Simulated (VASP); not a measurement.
# CoH4 (P-1) in VASP: single point with PBE

Aim: the single point of CoH4 with PBE.

Program: VASP 6.6.1. These are calculated values, not measurements. Logs are shortened: lines on timing, memory, paths and dates and some standing lists are left out, and cuts for length are marked.

## 1. The cell of the first run

The typed cell holds 10 atoms: a = 2.513 Å, b = 2.514 Å, c = 9.617 Å, α = 92.05°, β = 92.16°, γ = 94.32°.

## 2. Single point, PBE

Input file INCAR:

```
ALGO = Normal
EDIFF = 1E-6
ENCUT = 520
GGA = PE
ISIF = 2
ISMEAR = 0
LASPH = T
LCHARG = F
LREAL = F
LWAVE = F
NBANDS = 24
NELM = 80
PREC = Accurate
SIGMA = 0.1
```

Input file KPOINTS:

```
k-points
0
Gamma
  6 6 2
```

Input file POSCAR:

```
CoH4
1.0
    2.5132738494      0.0000000000      0.0000000000
   -0.1893318572      2.5066901121      0.0000000000
   -0.3623912505     -0.3729950580      9.6030716325
Co H
2 8
Direct
    0.2481791603      0.2290011626      0.7500461220
    0.7518208397      0.7709988374      0.2499538780
    0.2646145567      0.7447231801      0.8563605974
    0.2683268346      0.7868479730      0.3562960456
    0.2353075507      0.7552593430      0.1436152110
    0.2316259559      0.7131891857      0.6437303750
    0.7353854433      0.2552768199      0.1436394026
    0.7316731654      0.2131520270      0.6437039544
    0.7646924493      0.2447406570      0.8563847890
    0.7683740441      0.2868108143      0.3562696250
```

Potentials or basis: VASP PAW PBE potentials, release 64 (Co, H).

Launch:

```sh
cat potpaw_PBE.64/Co/POTCAR potpaw_PBE.64/H/POTCAR > POTCAR
mpirun -np 1 vasp_std > vasp.out
```

OUTCAR:

```text
EDIFF = 1E-6
   ENCUT = 520
   GGA = PE
   ISIF = 2
   ISMEAR = 0
   LASPH = T
   LREAL = F
   NELM = 80
   PREC = Accurate

 ion  position               nearest neighbor table
   1  0.248  0.229  0.750-   3 1.62   8 1.62   9 1.62   9 1.62   6 1.62   8 1.62   6 1.62   3 1.62

   2  0.752  0.771  0.250-   7 1.62   4 1.62   5 1.62   5 1.62  10 1.62   4 1.62  10 1.62   7 1.62

   3  0.265  0.745  0.856-   1 1.62   1 1.62
   4  0.268  0.787  0.356-   2 1.62   2 1.62
   5  0.235  0.755  0.144-   2 1.62   2 1.62
   6  0.232  0.713  0.644-   1 1.62   1 1.62
   7  0.735  0.255  0.144-   2 1.62   2 1.62
   8  0.732  0.213  0.644-   1 1.62   1 1.62
   9  0.765  0.245  0.856-   1 1.62   1 1.62
  10  0.768  0.287  0.356-   2 1.62   2 1.62

  LATTYP: Found a triclinic cell.
 ALAT       =     3.4182161578
 B/A-ratio  =     0.7352588992
 C/A-ratio  =     2.8134975828
 COS(alpha) =     0.0376817995
 COS(beta)  =     0.0540605872
 COS(gamma) =     0.6798698166

  Lattice vectors:

 A1 = (   2.3239419922,   2.5066901121,   0.0000000000)
 A2 = (   2.5132738494,   0.0000000000,   0.0000000000)
 A3 = (   0.3623912505,   0.3729950580,  -9.6030716325)

Analysis of symmetry for initial positions (statically):
=====================================================================
 Subroutine PRICEL returns:
 Original cell was already a primitive cell.

 Routine SETGRP: Setting up the symmetry group for a
 triclinic supercell.

 Subroutine GETGRP returns: Found  2 space group operations
 (whereof  2 operations were pure point group operations)
 out of a pool of  2 trial point group operations.

The static configuration has the point symmetry S_2 .

Analysis of symmetry for dynamics (positions and initial velocities):
=====================================================================
 Subroutine PRICEL returns:
 Original cell was already a primitive cell.

 Routine SETGRP: Setting up the symmetry group for a
 triclinic supercell.

 Subroutine GETGRP returns: Found  2 space group operations
 (whereof  2 operations were pure point group operations)
 out of a pool of  2 trial point group operations.

The dynamic configuration has the point symmetry S_2 .

 Subroutine INISYM returns: Found  2 space group operations
 (whereof  2 operations are pure point group operations),
 and found     1 'primitive' translations

----------------------------------------------------------------------------------------

                                     Primitive cell

  volume of cell :      60.4993

  direct lattice vectors                    reciprocal lattice vectors
     2.513273849  0.000000000  0.000000000     0.397887401  0.030052682  0.016182365
    -0.189331857  2.506690112  0.000000000     0.000000000  0.398932439  0.015495024
    -0.362391250 -0.372995058  9.603071633     0.000000000  0.000000000  0.104133348

  length of vectors
     2.513273849  2.513830120  9.617142897     0.399348740  0.399233248  0.104133348

  position of ions in fractional coordinates (direct lattice)
     0.248179160  0.229001163  0.750046122
     0.751820840  0.770998837  0.249953878
     0.264614557  0.744723180  0.856360597
     0.268326835  0.786847973  0.356296046
     0.235307551  0.755259343  0.143615211
     0.231625956  0.713189186  0.643730375
     0.735385443  0.255276820  0.143639403
     0.731673165  0.213152027  0.643703954
     0.764692449  0.244740657  0.856384789
     0.768374044  0.286810814  0.356269625

  ion indices of the primitive-cell ions
   primitive index   ion index
                 1           1
                 2           2
                 3           3
                 4           4
                 5           5
                 6           6
                 7           7
                 8           8
                 9           9
                10          10

----------------------------------------------------------------------------------------

 KPOINTS: k-points

Automatic generation of k-mesh.
 Grid dimensions read from file:
 generate k-points for:    6    6    2

 Generating k-lattice:

  Cartesian coordinates                     Fractional coordinates (reciprocal lattice)
     0.066314567  0.005008780  0.002697061     0.166666667 -0.000000000  0.000000000
     0.000000000  0.066488740  0.002582504     0.000000000  0.166666667 -0.000000000
     0.000000000  0.000000000  0.052066674     0.000000000  0.000000000  0.500000000

  Length of vectors
     0.066558123  0.066538875  0.052066674

  Shift w.r.t. Gamma in fractional coordinates (k-lattice)
     0.000000000  0.000000000  0.000000000

 Subroutine IBZKPT returns following result:
 ===========================================

 Found     40 irreducible k-points:

 Following reciprocal coordinates:
            Coordinates               Weight
  0.000000  0.000000  0.000000      1.000000
  0.166667  0.000000 -0.000000      2.000000
  0.333333 -0.000000  0.000000      2.000000
  0.500000 -0.000000  0.000000      1.000000
  0.000000  0.166667 -0.000000      2.000000
  0.166667  0.166667  0.000000      2.000000
[... 16 lines left out ...]
  0.333333 -0.000000  0.500000      2.000000
  0.500000 -0.000000  0.500000      1.000000
 [... further k-points ...]
   k-points           NKPTS =     40   k-points in BZ     NKDIM =     40   number of bands    NBANDS=     24
   number of dos      NEDOS =    301   number of ions     NIONS =     10
   total plane-waves  NPLWV =  28800
   dimension x,y,z NGX =    20 NGY =   20 NGZ =   72
   dimension x,y,z NGXF=    40 NGYF=   40 NGZF=  144
   ions per type =               2   8
   NGX,Y,Z   is equivalent  to a cutoff of  13.23, 13.23, 12.45 a.u.
   NGXF,Y,Z  is equivalent  to a cutoff of  26.46, 26.45, 24.89 a.u.
 SYSTEM =  unknown system
   PREC   = accura    normal or accurate (medium, high low for compatibility)
   ISTART =      0    job   : 0-new  1-cont  2-samecut
   ICHARG =      2    charge: 1-file 2-atom 10-const
   ISPIN  =      1    spin polarized calculation?
   LNONCOLLINEAR =      F non collinear calculations
   LSORBIT =      F    spin-orbit coupling
   LASPH  =      T    aspherical Exc in radial PAW
   ENCUT  =  520.0 eV  38.22 Ry    6.18 a.u.   4.67  4.67 17.88*2*pi/ulx,y,z
   NELM   =     80;   NELMIN=  2; NELMDL= -5     # of ELM steps
   EDIFF  = 0.1E-05   stopping-criterion for ELM
   LREAL  =      F    real-space projection
[... 7 lines left out ...]
   TEBEG  =    0.0;   TEEND  =   0.0 temperature during run
   PSTRESS=    0.0 pullay stress
   NELECT =      26.0000    total number of electrons
   NUPDOWN=      -1.0000    fix difference up-down
   EMIN   =  10.00;   EMAX   =-10.00  energy-range for DOS
   EFERMI =   0.00;   METHOD = LEGACY
   ISMEAR =     0;   SIGMA  =   0.10  broadening in eV -4-tet -1-fermi 0-gaus
   EFERMI_NEDOS =   21; number of points for ismear=-14 and -15
   IALGO  =     38    algorithm
   IMIX   =      4    mixing-type and parameters
     AMIX     =   0.40;   BMIX     =  1.00
     AMIX_MAG =   1.60;   BMIX_MAG =  1.00
  volume/ion in A,a.u.               =       6.05        40.83
  Fermi-wavevector in a.u.,A,eV,Ry     =   1.235423  2.334611 20.766169  1.526270
  Thomas-Fermi vector in A             =   2.370073
   LORBIT       =      0    0 simple, 1 ext, 2 COOP (PROOUT), +10 PAW based schemes
   GGA     = PE    functional components
   LHFCALC =     F    Hartree Fock is set to
   AEXX    =    0.0000 exact exchange contribution
   IVDW    =     0    specifies the selected vdW correction
   LEPSILON=     F    determine dielectric tensor
   LRPA    =     F    only Hartree local field effects (RPA)
 non-spin polarized calculation
 Gauss-broadening in eV      SIGMA  =   0.10
  energy-cutoff  :      520.00
  volume of cell :       60.50
 maximum number of plane-waves:      1648
 NGX is ok and might be reduce to    20
   NGX =  9   NGY =  9   NGZ = 35

 number of electron      25.9999985 magnetization

 Free energy of the ion-electron system (eV)
  ---------------------------------------------------
  ext. energy  EPLUGINS =         0.00000000
  ---------------------------------------------------
  free energy    TOTEN  =       -39.39482922 eV

  energy without entropy =      -39.38341828  energy(sigma->0) =      -39.38912375

 E-fermi :   2.8596     XC(G=0):  -9.9239

 val. band max:        2.8389670715   @ k =   0.5000   0.5000   0.5000
 cond. band min:       2.8804430198   @ k =  -0.3333   0.1667   0.5000
 fundamental gap:      0.0414759483
 Fermi energy:         2.8595610579

 k-point     1 :       0.0000    0.0000    0.0000
  band No.  band energies     occupation
      1      -8.2526      2.00000
      2      -7.8897      2.00000
      3      -4.9137      2.00000
      4      -3.9418      2.00000
      5      -1.8369      2.00000
      6      -1.8285      2.00000
[... 16 lines left out ...]
     23      18.3427      0.00000
     24      18.5742      0.00000

 k-point     2 :       0.1667    0.0000   -0.0000
  band No.  band energies     occupation
      1      -7.6004      2.00000
      2      -7.2372      2.00000
      3      -4.5590      2.00000
      4      -3.7078      2.00000
      5      -1.6967      2.00000
      6      -1.6844      2.00000
[... 16 lines left out ...]
     23      18.2521      0.00000
     24      19.1936      0.00000

 k-point     3 :       0.3333   -0.0000    0.0000
  band No.  band energies     occupation
      1      -5.7958      2.00000
      2      -5.4562      2.00000
      3      -3.7182      2.00000
      4      -3.2359      2.00000
      5      -1.6704      2.00000
      6      -1.6290      2.00000
[... 16 lines left out ...]
     23      17.6805      0.00000
     24      18.2492      0.00000

 k-point     4 :       0.5000   -0.0000    0.0000
  band No.  band energies     occupation
      1      -3.8159      2.00000
      2      -3.8132      2.00000
      3      -3.1148      2.00000
      4      -3.1122      2.00000
      5      -2.3994      2.00000
      6      -2.3954      2.00000
[... 16 lines left out ...]
     23      16.6391      0.00000
     24      16.6621      0.00000

 k-point     5 :       0.0000    0.1667   -0.0000
  band No.  band energies     occupation
      1      -7.6006      2.00000
      2      -7.2374      2.00000
      3      -4.5592      2.00000
      4      -3.7077      2.00000
      5      -1.6971      2.00000
      6      -1.6847      2.00000
[... 16 lines left out ...]
     23      18.2544      0.00000
     24      19.1966      0.00000

 k-point     6 :       0.1667    0.1667    0.0000
  band No.  band energies     occupation
      1      -6.8501      2.00000
      2      -6.4890      2.00000
      3      -4.1186      2.00000
      4      -3.3755      2.00000
      5      -1.6188      2.00000
      6      -1.5940      2.00000
[... 16 lines left out ...]
     23      14.7940      0.00000
     24      17.0614      0.00000
[... 379 lines left out ...]
 k-point    21 :       0.0000    0.0000    0.5000
  band No.  band energies     occupation
      1      -8.0885      2.00000
      2      -8.0880      2.00000
      3      -4.4361      2.00000
      4      -4.4349      2.00000
      5      -1.8331      2.00000
      6      -1.8324      2.00000
[... 16 lines left out ...]
     23      18.1319      0.00000
     24      18.1602      0.00000

 k-point    22 :       0.1667    0.0000    0.5000
  band No.  band energies     occupation
      1      -7.4510      2.00000
      2      -7.4220      2.00000
      3      -4.1647      2.00000
      4      -4.0962      2.00000
      5      -1.6924      2.00000
      6      -1.6880      2.00000
[... 16 lines left out ...]
     23      18.2902      0.00000
     24      18.3515      0.00000

 k-point    23 :       0.3333   -0.0000    0.5000
  band No.  band energies     occupation
      1      -5.6716      2.00000
      2      -5.6169      2.00000
      3      -3.4973      2.00000
      4      -3.4166      2.00000
      5      -1.6638      2.00000
      6      -1.6386      2.00000
[... 16 lines left out ...]
     23      17.7999      0.00000
     24      17.8248      0.00000

 k-point    24 :       0.5000   -0.0000    0.5000
  band No.  band energies     occupation
      1      -3.8449      2.00000
      2      -3.7952      2.00000
      3      -3.1148      2.00000
      4      -3.0629      2.00000
      5      -2.4613      2.00000
      6      -2.3844      2.00000
[... 16 lines left out ...]
     23      17.3331      0.00000
     24      17.9127      0.00000

 [... further k-points ...]

------------------------ aborting loop because EDIFF is reached ----------------------------------------

  FORCE on cell =-STRESS in cart. coord.  units (eV):
  Direction    XX          YY          ZZ          XY          YZ          ZX
  --------------------------------------------------------------------------------------
  -------------------------------------------------------------------------------------
  Total        1.6982998      1.9436040     -0.1456584      1.7571453      0.0057113      0.0017736
  in kB       44.9753253     51.4716087     -3.8574085     46.5337039      0.1512511      0.0469693
  external PRESSURE =      30.8631751 kB  Pullay stress =       0.0000000 kB

 VOLUME and BASIS-vectors are now :
 -----------------------------------------------------------------------------
  energy-cutoff  :      520.00
  volume of cell :       60.50
      direct lattice vectors                 reciprocal lattice vectors
     2.513273849  0.000000000  0.000000000     0.397887401  0.030052682  0.016182365
    -0.189331857  2.506690112  0.000000000     0.000000000  0.398932439  0.015495024
    -0.362391250 -0.372995058  9.603071633     0.000000000  0.000000000  0.104133348

 POSITION                                       TOTAL-FORCE (eV/Angst)
 -----------------------------------------------------------------------------------
      0.30857      0.29427      7.20275        -0.000394     -0.000947     -0.000868
      1.65298      1.83942      2.40032         0.000394      0.000947      0.000868
      0.21371      1.54737      8.22369         0.001093      0.000088     -0.016501
      0.39628      1.83949      3.42154        -0.000818      0.000766     -0.016759
      0.39635      1.83963      1.37915         0.000882     -0.000895      0.016936
      0.21383      1.54764      6.18179        -0.000661      0.000631      0.017149
      1.74784      0.58632      1.37938        -0.001093     -0.000088      0.016501
      1.56527      0.29421      6.18154         0.000818     -0.000766      0.016759
      1.56520      0.29406      8.22392        -0.000882      0.000895     -0.016936
      1.74772      0.58606      3.42128         0.000661     -0.000631     -0.017149
 -----------------------------------------------------------------------------------
    total drift:                               -0.000000      0.000000     -0.000000

  FREE ENERGIE OF THE ION-ELECTRON SYSTEM (eV)
  ---------------------------------------------------
  free  energy   TOTEN  =       -39.3948292246 eV

  energy  without entropy=      -39.3834182838  energy(sigma->0) =      -39.38912375
```

It took 26 s on 1 thread of Intel Xeon 6975P-C (Granite Rapids), shared host; peak memory 0.19 GiB.

What came out:

| Quantity | Value |
| --- | --- |
| Free energy | -39.3948 eV |
| Pressure | 3.1 GPa |
| Largest force | 0.017 eV/Å |
| Band gap on the k mesh | zero (band 13 reaches 4.46 eV, above the bottom of band 14 at 1.81 eV) |

Forces in eV/Å, atoms in the order of the input:
```
Co   0.000 -0.001 -0.001
Co   0.000  0.001  0.001
H    0.001  0.000 -0.017
H   -0.001  0.001 -0.017
H    0.001 -0.001  0.017
H   -0.001  0.001  0.017
H   -0.001  0.000  0.017
H    0.001 -0.001  0.017
H   -0.001  0.001 -0.017
H    0.001 -0.001 -0.017
```

Caveat: the k points lie up to 0.42 Å⁻¹ apart.
